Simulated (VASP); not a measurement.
# GaN (Fm-3m) in VASP: notebook

The runs below take GaN through single point, with PBE-based global hybrid with 10 % exact exchange, HSE06.

Program: VASP 6.6.1. These are calculated values, not measurements. Logs are shortened: lines on timing, memory, paths and dates and some standing lists are left out, and cuts for length are marked.

### Step 1. The cell of the first run

The structure is cubic, space group Fm-3m (No. 225). Conventional cell: a = 4.217 Å, b = 4.217 Å, c = 4.217 Å, α = 90.00°, β = 90.00°, γ = 90.00°. Within 2.8 Å of Ga (site symmetry m-3m) lie 6 N at 2.11 Å. Within 2.8 Å of N (site symmetry m-3m) lie 6 Ga at 2.11 Å.

### Step 2. Single point, PBE-based global hybrid with 10 % exact exchange

Input file POSCAR:

```
GaN
1.0
    0.0000000000      2.1085153689      2.1085153689
    2.1085153689      0.0000000000      2.1085153689
    2.1085153689      2.1085153689      0.0000000000
Ga N
1 1
Direct
    0.5000000000      0.5000000000      0.5000000000
    0.0000000000      0.0000000000      0.0000000000
```

Input file INCAR.step1:

```
ALGO = Normal ; EDIFF = 1E-5
ENCUT = 1000 ; GGA = PE
GGA_COMPAT = False ; ISIF = 2
ISMEAR = 0 ; LASPH = True
LCHARG = False ; LREAL = False
LWAVE = True ; NBANDS = 16
NELM = 120 ; PREC = Accurate
SIGMA = 0.01
```

Input file INCAR.step2:

```
AEXX = 0.1 ; ALGO = Normal
EDIFF = 1E-6 ; ENCUT = 1000
GGA = PE ; GGA_COMPAT = False
ISIF = 2 ; ISMEAR = 0
ISTART = 1 ; LASPH = True
LCHARG = False ; LHFCALC = True
LREAL = False ; LWAVE = False
NBANDS = 16 ; NELM = 120
PREC = Accurate ; PRECFOCK = Normal
SIGMA = 0.01
```

Input file KPOINTS:

```
k-points
0
Gamma
  6 6 6
```

Potentials or basis: VASP PAW PBE potentials, release 64 (Ga_d, N_h).

Launch:

```console
$ cat potpaw_PBE.64/Ga_d/POTCAR potpaw_PBE.64/N_h/POTCAR > POTCAR
$ cp INCAR.step1 INCAR
$ mpirun -np 1 vasp_std > vasp.out
$ cp INCAR.step2 INCAR
$ mpirun -np 1 vasp_std > vasp.out
```

OUTCAR:

```text
AEXX = 0.1
   EDIFF = 1E-6
   ENCUT = 1000
   GGA = PE
   ISIF = 2
   ISMEAR = 0
   ISTART = 1
   LASPH = True
   LHFCALC = True
   LREAL = False
   NELM = 120
   PREC = Accurate
   PRECFOCK = Normal

 ion  position               nearest neighbor table
   1  0.500  0.500  0.500-   2 2.11   2 2.11   2 2.11   2 2.11   2 2.11   2 2.11
   2  0.000  0.000  0.000-   1 2.11   1 2.11   1 2.11   1 2.11   1 2.11   1 2.11

  LATTYP: Found a face centered cubic cell.
 ALAT       =     4.2170307378

  Lattice vectors:

 A1 = (   0.0000000000,   2.1085153689,   2.1085153689)
 A2 = (   2.1085153689,   0.0000000000,   2.1085153689)
 A3 = (   2.1085153689,   2.1085153689,   0.0000000000)

Analysis of symmetry for initial positions (statically):
=====================================================================
 Subroutine PRICEL returns:
 Original cell was already a primitive cell.

 Routine SETGRP: Setting up the symmetry group for a
 face centered cubic supercell.

 Subroutine GETGRP returns: Found 48 space group operations
 (whereof 48 operations were pure point group operations)
 out of a pool of 48 trial point group operations.

The static configuration has the point symmetry O_h .

Analysis of symmetry for dynamics (positions and initial velocities):
=====================================================================
 Subroutine PRICEL returns:
 Original cell was already a primitive cell.

 Routine SETGRP: Setting up the symmetry group for a
 face centered cubic supercell.

 Subroutine GETGRP returns: Found 48 space group operations
 (whereof 48 operations were pure point group operations)
 out of a pool of 48 trial point group operations.

The dynamic configuration has the point symmetry O_h .

 Subroutine INISYM returns: Found 48 space group operations
 (whereof 48 operations are pure point group operations),
 and found     1 'primitive' translations

----------------------------------------------------------------------------------------

                                     Primitive cell

  volume of cell :      18.7482

  direct lattice vectors                    reciprocal lattice vectors
     0.000000000  2.108515369  2.108515369    -0.237133676  0.237133676  0.237133676
     2.108515369  0.000000000  2.108515369     0.237133676 -0.237133676  0.237133676
     2.108515369  2.108515369  0.000000000     0.237133676  0.237133676 -0.237133676

  length of vectors
     2.981891031  2.981891031  2.981891031     0.410727575  0.410727575  0.410727575

  position of ions in fractional coordinates (direct lattice)
     0.500000000  0.500000000  0.500000000
     0.000000000  0.000000000  0.000000000

  ion indices of the primitive-cell ions
   primitive index   ion index
                 1           1
                 2           2

----------------------------------------------------------------------------------------

 KPOINTS: k-points

Automatic generation of k-mesh.
 Grid dimensions read from file:
 generate k-points for:    6    6    6

 Generating k-lattice:

  Cartesian coordinates                     Fractional coordinates (reciprocal lattice)
    -0.039522279  0.039522279  0.039522279     0.166666667  0.000000000  0.000000000
     0.039522279 -0.039522279  0.039522279     0.000000000  0.166666667  0.000000000
     0.039522279  0.039522279 -0.039522279     0.000000000  0.000000000  0.166666667

  Length of vectors
     0.068454596  0.068454596  0.068454596

  Shift w.r.t. Gamma in fractional coordinates (k-lattice)
     0.000000000  0.000000000  0.000000000

 Subroutine IBZKPT returns following result:
 ===========================================

 Found     16 irreducible k-points:

 Following reciprocal coordinates:
            Coordinates               Weight
  0.000000  0.000000  0.000000      1.000000
  0.166667  0.000000  0.000000      8.000000
  0.333333  0.000000  0.000000      8.000000
  0.500000  0.000000  0.000000      4.000000
  0.166667  0.166667  0.000000      6.000000
  0.333333  0.166667  0.000000     24.000000
[... 8 lines left out ...]
 -0.333333  0.333333  0.166667     24.000000
 -0.333333  0.500000  0.166667     12.000000
   k-points           NKPTS =     16   k-points in BZ     NKDIM =    216   number of bands    NBANDS=     16
   number of dos      NEDOS =    301   number of ions     NIONS =      2
   total plane-waves  NPLWV =  32768
   dimension x,y,z NGX =    32 NGY =   32 NGZ =   32
   dimension x,y,z NGXF=    64 NGYF=   64 NGZF=   64
   ions per type =               1   1
   NGX,Y,Z   is equivalent  to a cutoff of  17.84, 17.84, 17.84 a.u.
   NGXF,Y,Z  is equivalent  to a cutoff of  35.68, 35.68, 35.68 a.u.
 SYSTEM =  unknown system
   PREC   = accura    normal or accurate (medium, high low for compatibility)
   ISTART =      1    job   : 0-new  1-cont  2-samecut
   ICHARG =      0    charge: 1-file 2-atom 10-const
   ISPIN  =      1    spin polarized calculation?
   LNONCOLLINEAR =      F non collinear calculations
   LSORBIT =      F    spin-orbit coupling
   LASPH  =      T    aspherical Exc in radial PAW
   ENCUT  = 1000.0 eV  73.50 Ry    8.57 a.u.   7.69  7.69  7.69*2*pi/ulx,y,z
   NELM   =    120;   NELMIN=  2; NELMDL=  0     # of ELM steps
   EDIFF  = 0.1E-05   stopping-criterion for ELM
   LREAL  =      F    real-space projection
   EDIFFG = 0.1E-04   stopping-criterion for IOM
   NSW    =      0    number of steps for IOM
   IBRION =     -1    ionic relax: 0-MD 1-quasi-New 2-CG
   NFREE  =      0    steps in history (QN), initial steepest desc. (CG)
   ISIF   =      2    stress and relaxation
   ISYM   =      3    0-nonsym 1-usesym 2-fastsym
   POTIM  = 0.5000    time-step for ionic-motion
   TEBEG  =    0.0;   TEEND  =   0.0 temperature during run
   PSTRESS=    0.0 pullay stress
   NELECT =      18.0000    total number of electrons
   NUPDOWN=      -1.0000    fix difference up-down
   EMIN   =  10.00;   EMAX   =-10.00  energy-range for DOS
   EFERMI =   0.00;   METHOD = LEGACY
   ISMEAR =     0;   SIGMA  =   0.01  broadening in eV -4-tet -1-fermi 0-gaus
   EFERMI_NEDOS =   21; number of points for ismear=-14 and -15
   IALGO  =     38    algorithm
   IMIX   =      1    mixing-type and parameters
     AMIX     =   0.40;   BMIX     =  1.00
     AMIX_MAG =   1.60;   BMIX_MAG =  1.00
  volume/ion in A,a.u.               =       9.37        63.26
  Fermi-wavevector in a.u.,A,eV,Ry     =   1.615024  3.051952 35.488097  2.608302
  Thomas-Fermi vector in A             =   2.709838
   LORBIT       =      0    0 simple, 1 ext, 2 COOP (PROOUT), +10 PAW based schemes
   GGA     = PE    functional components
   LHFCALC =     T    Hartree Fock is set to
   PRECFOCK=normal    Normal, Fast or Accurate (Low or Medium for compatibility)
   ENCUT4O =  -1.0   cutoff for four orbital integrals eV
   NKREDX  =     1    reduce k-point grid by
   NKREDY  =     1    reduce k-point grid by
   NKREDZ  =     1    reduce k-point grid by
   AEXX    =    0.1000 exact exchange contribution
   HFSCREEN=    0.0000 screening length (either q_TF or 0.3 A-1)
   HFSCREENC=   0.0000 screening length for correlation (either q_TF or 0.3 A-1)
   ENCUTFOCK=  -1.0 apply spherical cutoff to Coloumb kernel
   IVDW    =     0    specifies the selected vdW correction
   LEPSILON=     F    determine dielectric tensor
   LRPA    =     F    only Hartree local field effects (RPA)
 non-spin polarized calculation
 Gauss-broadening in eV      SIGMA  =   0.01
  energy-cutoff  :     1000.00
  volume of cell :       18.75
 maximum number of plane-waves:      1363
  NGX = 24; NGY = 24; NGZ = 24

 number of electron      18.0000002 magnetization

 Free energy of the ion-electron system (eV)
  ---------------------------------------------------
  ext. energy  EPLUGINS =         0.00000000
  ---------------------------------------------------
  free energy    TOTEN  =       -12.56843871 eV

  energy without entropy =      -12.56843871  energy(sigma->0) =      -12.56843871

 E-fermi :   7.9922     XC(G=0): -11.9952

 val. band max:        7.9140235236   @ k =  -0.1667   0.1667   0.0000
 cond. band min:       9.3053890469   @ k =   0.5000   0.5000   0.0000
 fundamental gap:      1.3913655233
 Fermi energy:         7.9921657033

 k-point     1 :       0.0000    0.0000    0.0000
  band No.  band energies     occupation
      1     -10.1471      2.00000
      2      -7.0112      2.00000
      3      -7.0112      2.00000
      4      -7.0112      2.00000
      5      -6.9389      2.00000
      6      -6.9389      2.00000
[... 8 lines left out ...]
     15      24.9556      0.00000
     16      24.9556      0.00000

 k-point     2 :       0.1667    0.0000    0.0000
  band No.  band energies     occupation
      1      -9.5961      2.00000
      2      -7.0303      2.00000
      3      -7.0193      2.00000
      4      -7.0193      2.00000
      5      -6.9382      2.00000
      6      -6.9382      2.00000
[... 8 lines left out ...]
     15      25.4821      0.00000
     16      25.4821      0.00000

 k-point     3 :       0.3333    0.0000    0.0000
  band No.  band energies     occupation
      1      -8.1553      2.00000
      2      -7.1289      2.00000
      3      -7.1289      2.00000
      4      -7.0589      2.00000
      5      -6.8407      2.00000
      6      -6.8407      2.00000
[... 8 lines left out ...]
     15      28.5426      0.00000
     16      28.5426      0.00000

 k-point     4 :       0.5000    0.0000    0.0000
  band No.  band energies     occupation
      1      -7.2077      2.00000
      2      -7.1859      2.00000
      3      -7.1859      2.00000
      4      -6.9104      2.00000
      5      -6.7882      2.00000
      6      -6.7882      2.00000
[... 8 lines left out ...]
     15      32.2218      0.00000
     16      32.2218      0.00000
[... 172 lines left out ...]
 k-point    14 :       0.5000    0.3333    0.1667
  band No.  band energies     occupation
      1      -8.3111      2.00000
      2      -7.0813      2.00000
      3      -7.0347      2.00000
      4      -6.9073      2.00000
      5      -6.8129      2.00000
      6      -5.6352      2.00000
[... 8 lines left out ...]
     15      31.0446      0.00000
     16      33.4008      0.00000

 k-point    15 :      -0.3333    0.3333    0.1667
  band No.  band energies     occupation
      1      -8.2340      2.00000
      2      -7.0856      2.00000
      3      -7.0017      2.00000
      4      -6.9795      2.00000
      5      -6.7655      2.00000
      6      -4.6652      2.00000
[... 8 lines left out ...]
     15      27.7916      0.00000
     16      35.0884      0.00000

 k-point    16 :      -0.3333    0.5000    0.1667
  band No.  band energies     occupation
      1      -8.4773      2.00000
      2      -7.1059      2.00000
      3      -6.9563      2.00000
      4      -6.8795      2.00000
      5      -6.7296      2.00000
      6      -3.9272      2.00000
[... 8 lines left out ...]
     15      30.8360      0.00000
     16      36.8749      0.00000

------------------------ aborting loop because EDIFF is reached ----------------------------------------

  FORCE on cell =-STRESS in cart. coord.  units (eV):
  Direction    XX          YY          ZZ          XY          YZ          ZX
  --------------------------------------------------------------------------------------
  -------------------------------------------------------------------------------------
  Total        0.5897193      0.5897193      0.5897193      0.0000000      0.0000000      0.0000000
  in kB       50.3959453     50.3959453     50.3959453      0.0000000      0.0000000      0.0000000
  external PRESSURE =      50.3959453 kB  Pullay stress =       0.0000000 kB

 VOLUME and BASIS-vectors are now :
 -----------------------------------------------------------------------------
  energy-cutoff  :     1000.00
  volume of cell :       18.75
      direct lattice vectors                 reciprocal lattice vectors
     0.000000000  2.108515369  2.108515369    -0.237133676  0.237133676  0.237133676
     2.108515369  0.000000000  2.108515369     0.237133676 -0.237133676  0.237133676
     2.108515369  2.108515369  0.000000000     0.237133676  0.237133676 -0.237133676

 POSITION                                       TOTAL-FORCE (eV/Angst)
 -----------------------------------------------------------------------------------
      2.10852      2.10852      2.10852         0.000000      0.000000      0.000000
      0.00000      0.00000      0.00000        -0.000000     -0.000000     -0.000000
 -----------------------------------------------------------------------------------
    total drift:                               -0.000000      0.000000     -0.000000

  FREE ENERGIE OF THE ION-ELECTRON SYSTEM (eV)
  ---------------------------------------------------
  free  energy   TOTEN  =       -12.5684387066 eV

  energy  without entropy=      -12.5684387066  energy(sigma->0) =      -12.56843871
```

It took 45 min on 1 thread of AMD EPYC 7R13 (Zen 3), shared host; peak memory 0.17 GiB.

What came out:

```yaml
Free_energy: -12.5684 eV
Pressure: 5.0 GPa
Band_gap_on_the_k_mesh: 1.39 eV (least direct gap 3.63 eV)
```

Caveat: the k points lie up to 0.43 Å⁻¹ apart; the PAW data sets were made with another functional, which shifts forces and pressure a little. A k mesh can miss the band edges.

### Step 3. Single point, HSE06

POSCAR is that of step 2.

Input file INCAR.step1:

```
SYSTEM = GaN
PREC     = Accurate       ! precision mode
ENCUT    = 520            ! plane-wave cutoff, eV
EDIFF    = 1E-5           ! SCF threshold, eV
ISMEAR   = 1              ! smearing method
SIGMA    = 0.2            ! smearing width, eV
LREAL    = .False.        ! projectors in reciprocal space
LASPH    = .True.         ! aspherical terms in the spheres
NELM     = 80             ! most SCF steps
ALGO     = Normal         ! electronic algorithm
ISIF     = 2              ! what is computed and relaxed
LWAVE    = .True.         ! write WAVECAR
NBANDS   = 16             ! bands
GGA      = PE             ! functional
```

Input file INCAR.step2:

```
SYSTEM = GaN
PREC     = Accurate       ! precision mode
ENCUT    = 520            ! plane-wave cutoff, eV
EDIFF    = 1E-7           ! SCF threshold, eV
ISMEAR   = 1              ! smearing method
SIGMA    = 0.2            ! smearing width, eV
LREAL    = .False.        ! projectors in reciprocal space
LASPH    = .True.         ! aspherical terms in the spheres
NELM     = 80             ! most SCF steps
ALGO     = Normal         ! electronic algorithm
ISIF     = 2              ! what is computed and relaxed
LWAVE    = .False.        ! write WAVECAR
LCHARG   = .True.         ! write CHGCAR
GGA      = PE             ! functional
LHFCALC  = .True.         ! exact exchange
HFSCREEN = 0.2079         ! screening, 1/A
PRECFOCK = Normal       
LELF     = .True.         ! ELF
LVHAR    = .True.       
NBANDS   = 16             ! bands
ISTART   = 1
```

Input file KPOINTS:

```
regular mesh
0
Gamma
  6 6 6
  0 0 0
```

Potentials or basis: VASP PAW PBE potentials, release 64 (Ga_d, N).

Launch:

```console
$ cat potpaw_PBE.64/Ga_d/POTCAR potpaw_PBE.64/N/POTCAR > POTCAR
$ cp INCAR.step1 INCAR
$ mpirun -np 1 vasp_std > vasp.out
$ cp INCAR.step2 INCAR
$ mpirun -np 1 vasp_std > vasp.out
```

Wall time 55 min (1 thread of Oxide Virtual Turin-like, shared host); peak memory 0.22 GiB.

Results (log left out):

* Free energy: -13.7792 eV
* Pressure: -0.5 GPa
* Band gap on the k mesh: 1.89 eV (least direct gap 4.16 eV)

Levels at points of the mesh, in eV from the valence-band top:
```tsv
k point	band 6	band 7	band 8	band 9	band 10	band 11	band 12	band 13
(0.00, 0.00, 0.00)	-16.23	-0.53	-0.53	-0.53	3.62	16.17	16.17	16.17
(0.50, 0.00, 0.00)	-15.68	-8.98	-0.22	-0.22	5.97	10.64	10.64	11.61
(0.50, 0.50, 0.00)	-12.63	-7.78	-3.31	-3.31	1.89	8.94	14.05	16.75
```

Caveat: the k points lie up to 0.43 Å⁻¹ apart; the PAW data sets were made with another functional, which shifts forces and pressure a little. A k mesh can miss the band edges.

(Continued in part 2 of 2.)
